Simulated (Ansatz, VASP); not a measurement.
## Zn4SeO3 in VASP and in Ansatz

```
Zn Se O
1.0
     6.75000    0.00000    0.00000
    -3.37500    5.84567    0.00000
     0.00000    0.00000    5.52000
Zn Se O
8 2 6
Direct
  0.33333 0.66667 0.42000
  0.33340 0.16670 0.37500
  0.83330 0.66660 0.37500
  0.83330 0.16670 0.37500
  0.66667 0.33333 0.92000
  0.16670 0.33340 0.87500
  0.66660 0.83330 0.87500
  0.16670 0.83330 0.87500
  0.66667 0.33333 0.50000
  0.33333 0.66667 0.00000
  0.16670 0.33340 0.50000
  0.16670 0.83330 0.50000
  0.66660 0.83330 0.50000
  0.33340 0.16670 0.00000
  0.83330 0.66660 0.00000
  0.83330 0.16670 0.00000
```

Alike in both runs: task relaxation of cell and atoms; functional PBE; k mesh 2 × 2 × 2; occupations gaussian, width 0.15 eV; no spin polarisation.

```csv
,VASP,Ansatz
version,VASP 6.6.1,Ansatz 0.2.0
potentials or method,"VASP PAW PBE potentials, release 64 (Zn, Se, O), cutoff 600 eV","scalar-relativistic, plane waves, PAW"
valence electrons in the cell,144,164
```

```csv
,VASP,Ansatz,Ansatz less VASP
"gap on the k mesh at the Fermi level, each at its own relaxed structure (eV)",0.56,0.61,+0.043
relaxed volume (Å³/atom),14.67,14.52,-0.152
relaxed length of the cell vector where the two differ most in proportion (Å),5.615,5.572,-0.0424
```

VASP's potentials hold 144 valence electrons a cell and Ansatz's 164, so a difference there can come from the potentials and not from the codes.

The k mesh is coarse, so the values compare programs but aren't converged.
